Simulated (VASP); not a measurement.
# SnO (Fm-3m) in VASP: settings compared, part 2 of 2

VASP 6.6.1.

## 3. Single point, r2SCAN (strain +1.1%)

Input file POSCAR:

```
SnO
1.0
    0.0000000000      2.5661484485      2.5661484485
    2.5661484485      0.0000000000      2.5661484485
    2.5661484485      2.5661484485      0.0000000000
Sn O
1 1
Direct
    0.0000000000      0.0000000000      0.0000000000
    0.5000000000      0.5000000000      0.5000000000
```

Input file INCAR.step1:

```
PREC = Accurate
ENCUT = 520
ISMEAR = -1
SIGMA = 0.02
LREAL = False
LASPH = True
NELM = 100
NBANDS = 17
GGA = PE
ALGO = Normal
EDIFF = 1E-4
LWAVE = True
LCHARG = False
```

Input file INCAR.step2:

```
PREC = Accurate
ENCUT = 520
EDIFF = 1E-6
ISMEAR = -1
SIGMA = 0.02
LREAL = False
LASPH = True
NELM = 100
ALGO = Normal
ISIF = 2
LWAVE = False
LCHARG = False
METAGGA = R2SCAN
LMIXTAU = True
NBANDS = 17
ISTART = 1
```

Input file KPOINTS:

```
Automatic mesh
0
Gamma
  8 8 8
```

Potentials or basis: VASP PAW PBE potentials, release 64 (Sn_d, O).

The run is started by

```
> cat potpaw_PBE.64/Sn_d/POTCAR potpaw_PBE.64/O/POTCAR > POTCAR
> cp INCAR.step1 INCAR
> mpirun -np 1 vasp_std > vasp.out
> cp INCAR.step2 INCAR
> mpirun -np 1 vasp_std > vasp.out
```

OUTCAR:

```text
PREC = Accurate
   ENCUT = 520
   EDIFF = 1E-6
   ISMEAR = -1
   LREAL = False
   LASPH = True
   NELM = 100
   ISIF = 2
   METAGGA = R2SCAN
   ISTART = 1

 ion  position               nearest neighbor table
   1  0.000  0.000  0.000-   2 2.57   2 2.57   2 2.57   2 2.57   2 2.57   2 2.57
   2  0.500  0.500  0.500-   1 2.57   1 2.57   1 2.57   1 2.57   1 2.57   1 2.57

  LATTYP: Found a face centered cubic cell.
 ALAT       =     5.1322968970

  Lattice vectors:

 A1 = (   0.0000000000,   2.5661484485,   2.5661484485)
 A2 = (   2.5661484485,   0.0000000000,   2.5661484485)
 A3 = (   2.5661484485,   2.5661484485,   0.0000000000)

Analysis of symmetry for initial positions (statically):
=====================================================================
 Subroutine PRICEL returns:
 Original cell was already a primitive cell.

 Routine SETGRP: Setting up the symmetry group for a
 face centered cubic supercell.

 Subroutine GETGRP returns: Found 48 space group operations
 (whereof 48 operations were pure point group operations)
 out of a pool of 48 trial point group operations.

The static configuration has the point symmetry O_h .

Analysis of symmetry for dynamics (positions and initial velocities):
=====================================================================
 Subroutine PRICEL returns:
 Original cell was already a primitive cell.

 Routine SETGRP: Setting up the symmetry group for a
 face centered cubic supercell.

 Subroutine GETGRP returns: Found 48 space group operations
 (whereof 48 operations were pure point group operations)
 out of a pool of 48 trial point group operations.

The dynamic configuration has the point symmetry O_h .

 Subroutine INISYM returns: Found 48 space group operations
 (whereof 48 operations are pure point group operations),
 and found     1 'primitive' translations

----------------------------------------------------------------------------------------

                                     Primitive cell

  volume of cell :      33.7968

  direct lattice vectors                    reciprocal lattice vectors
     0.000000000  2.566148448  2.566148448    -0.194844535  0.194844535  0.194844535
     2.566148448  0.000000000  2.566148448     0.194844535 -0.194844535  0.194844535
     2.566148448  2.566148448  0.000000000     0.194844535  0.194844535 -0.194844535

  length of vectors
     3.629081939  3.629081939  3.629081939     0.337480633  0.337480633  0.337480633

  position of ions in fractional coordinates (direct lattice)
     0.000000000  0.000000000  0.000000000
     0.500000000  0.500000000  0.500000000

  ion indices of the primitive-cell ions
   primitive index   ion index
                 1           1
                 2           2

----------------------------------------------------------------------------------------

 KPOINTS: Automatic mesh

Automatic generation of k-mesh.
 Grid dimensions read from file:
 generate k-points for:    8    8    8

 Generating k-lattice:

  Cartesian coordinates                     Fractional coordinates (reciprocal lattice)
    -0.024355567  0.024355567  0.024355567     0.125000000  0.000000000  0.000000000
     0.024355567 -0.024355567  0.024355567     0.000000000  0.125000000  0.000000000
     0.024355567  0.024355567 -0.024355567     0.000000000  0.000000000  0.125000000

  Length of vectors
     0.042185079  0.042185079  0.042185079

  Shift w.r.t. Gamma in fractional coordinates (k-lattice)
     0.000000000  0.000000000  0.000000000

 Subroutine IBZKPT returns following result:
 ===========================================

 Found     29 irreducible k-points:

 Following reciprocal coordinates:
            Coordinates               Weight
  0.000000  0.000000  0.000000      1.000000
  0.125000  0.000000  0.000000      8.000000
  0.250000  0.000000  0.000000      8.000000
  0.375000  0.000000  0.000000      8.000000
  0.500000  0.000000  0.000000      4.000000
  0.125000  0.125000  0.000000      6.000000
[... 16 lines left out ...]
  0.500000  0.250000  0.125000     48.000000
 -0.375000  0.250000  0.125000     24.000000
 [... further k-points ...]
   k-points           NKPTS =     29   k-points in BZ     NKDIM =     29   number of bands    NBANDS=     17
   number of dos      NEDOS =    301   number of ions     NIONS =      2
   total plane-waves  NPLWV =  21952
   dimension x,y,z NGX =    28 NGY =   28 NGZ =   28
   dimension x,y,z NGXF=    56 NGYF=   56 NGZF=   56
   ions per type =               1   1
   NGX,Y,Z   is equivalent  to a cutoff of  12.83, 12.83, 12.83 a.u.
   NGXF,Y,Z  is equivalent  to a cutoff of  25.65, 25.65, 25.65 a.u.
 SYSTEM =  unknown system
   PREC   = accura    normal or accurate (medium, high low for compatibility)
   ISTART =      1    job   : 0-new  1-cont  2-samecut
   ICHARG =      0    charge: 1-file 2-atom 10-const
   ISPIN  =      1    spin polarized calculation?
   LNONCOLLINEAR =      F non collinear calculations
   LSORBIT =      F    spin-orbit coupling
   LASPH  =      T    aspherical Exc in radial PAW
   ENCUT  =  520.0 eV  38.22 Ry    6.18 a.u.   6.75  6.75  6.75*2*pi/ulx,y,z
   NELM   =    100;   NELMIN=  2; NELMDL=  0     # of ELM steps
   EDIFF  = 0.1E-05   stopping-criterion for ELM
   LREAL  =      F    real-space projection
[... 7 lines left out ...]
   TEBEG  =    0.0;   TEEND  =   0.0 temperature during run
   PSTRESS=    0.0 pullay stress
   NELECT =      20.0000    total number of electrons
   NUPDOWN=      -1.0000    fix difference up-down
   EMIN   =  10.00;   EMAX   =-10.00  energy-range for DOS
   EFERMI =   0.00;   METHOD = LEGACY
   ISMEAR =    -1;   SIGMA  =   0.02  broadening in eV -4-tet -1-fermi 0-gaus
   EFERMI_NEDOS =   21; number of points for ismear=-14 and -15
   IALGO  =     38    algorithm
   IMIX   =      4    mixing-type and parameters
     AMIX     =   0.40;   BMIX     =  1.00
     AMIX_MAG =   1.60;   BMIX_MAG =  1.00
  volume/ion in A,a.u.               =      16.90       114.04
  Fermi-wavevector in a.u.,A,eV,Ry     =   1.374442  2.597319 25.702637  1.889091
  Thomas-Fermi vector in A             =   2.499868
   LORBIT       =      0    0 simple, 1 ext, 2 COOP (PROOUT), +10 PAW based schemes
   METAGGA = R2SCAN    functional components
   LHFCALC =     F    Hartree Fock is set to
   AEXX    =    0.0000 exact exchange contribution
   IVDW    =     0    specifies the selected vdW correction
   LEPSILON=     F    determine dielectric tensor
   LRPA    =     F    only Hartree local field effects (RPA)
 non-spin polarized calculation
  energy-cutoff  :      520.00
  volume of cell :       33.80
 maximum number of plane-waves:       941
   NGX = 13   NGY = 13   NGZ = 13

 number of electron      19.9999992 magnetization

 Free energy of the ion-electron system (eV)
  ---------------------------------------------------
  ext. energy  EPLUGINS =         0.00000000
  ---------------------------------------------------
  free energy    TOTEN  =       -32.24446082 eV

  energy without entropy =      -32.24446082  energy(sigma->0) =      -32.24446082

 E-fermi :   7.5372     XC(G=0): -11.3206

 val. band max:        7.0256384087   @ k =   0.5000   0.1250   0.0000
 cond. band min:       8.0125506128   @ k =   0.5000   0.1250   0.0000
 fundamental gap:      0.9869122041
 Fermi energy:         7.5371949699

 k-point     1 :       0.0000    0.0000    0.0000
  band No.  band energies     occupation
      1     -14.9461      2.00000
      2     -14.9461      2.00000
      3     -14.9461      2.00000
      4     -14.8823      2.00000
      5     -14.8823      2.00000
      6     -12.2717      2.00000
[... 9 lines left out ...]
     16      17.8427      0.00000
     17      18.2267      0.00000

 k-point     2 :       0.1250    0.0000    0.0000
  band No.  band energies     occupation
      1     -14.9452      2.00000
      2     -14.9401      2.00000
      3     -14.9401      2.00000
      4     -14.8841      2.00000
      5     -14.8841      2.00000
      6     -12.1971      2.00000
[... 9 lines left out ...]
     16      18.4324      0.00000
     17      20.9042      0.00000
[... 421 lines left out ...]
 k-point    24 :      -0.3750    0.2500    0.1250
  band No.  band energies     occupation
      1     -14.9955      2.00000
      2     -14.9333      2.00000
      3     -14.9040      2.00000
      4     -14.9031      2.00000
      5     -14.8635      2.00000
      6     -11.5277      2.00000
[... 9 lines left out ...]
     16      22.8666      0.00000
     17      24.9692      0.00000

 [... further k-points ...]
[... 5 lines left out ...]
  --------------------------------------------------------------------------------------
  -------------------------------------------------------------------------------------
  Total       -0.6571653     -0.6571653     -0.6571653     -0.0000000     -0.0000000     -0.0000000
  in kB      -31.1537156    -31.1537156    -31.1537156     -0.0000000     -0.0000000     -0.0000000
  external PRESSURE =     -31.1537156 kB  Pullay stress =       0.0000000 kB

 VOLUME and BASIS-vectors are now :
 -----------------------------------------------------------------------------
  energy-cutoff  :      520.00
  volume of cell :       33.80
      direct lattice vectors                 reciprocal lattice vectors
     0.000000000  2.566148448  2.566148448    -0.194844535  0.194844535  0.194844535
     2.566148448  0.000000000  2.566148448     0.194844535 -0.194844535  0.194844535
     2.566148448  2.566148448  0.000000000     0.194844535  0.194844535 -0.194844535

 POSITION                                       TOTAL-FORCE (eV/Angst)
 -----------------------------------------------------------------------------------
      0.00000      0.00000      0.00000        -0.000000     -0.000000      0.000000
      2.56615      2.56615      2.56615         0.000000      0.000000     -0.000000
 -----------------------------------------------------------------------------------
    total drift:                                0.000000      0.000000      0.000000

  FREE ENERGIE OF THE ION-ELECTRON SYSTEM (eV)
  ---------------------------------------------------
  free  energy   TOTEN  =       -32.2444608161 eV

  energy  without entropy=      -32.2444608161  energy(sigma->0) =      -32.24446082
```

Run time: 31 s. Hardware: 1 thread of Intel Xeon 6975P-C (Granite Rapids), shared host; peak memory 0.16 GiB.

What came out:

| Quantity | Value |
| --- | --- |
| Free energy | -32.2445 eV |
| Pressure | -3.1 GPa |
| Band gap on the k mesh | 0.99 eV, direct |

Levels at points of the mesh, in eV from the valence-band top:
```tsv
k point	band 6	band 7	band 8	band 9	band 10	band 11	band 12	band 13	band 14	band 15
(0.00, 0.00, 0.00)	-19.30	-6.51	-3.08	-3.08	-3.08	8.11	8.11	8.11	10.82	10.82
(0.50, 0.00, 0.00)	-18.75	-8.18	-2.89	-2.89	-0.28	1.00	4.80	4.80	10.30	14.83
(0.50, 0.50, 0.00)	-18.29	-6.13	-4.45	-4.15	-4.15	4.06	5.90	6.33	6.33	14.32
```

Caveat: the cell differs from its parent crystal (strain +1.1%); the PAW data sets were made with another functional, which shifts forces and pressure a little; spin-orbit coupling is left out, which moves the levels of the heavy elements.
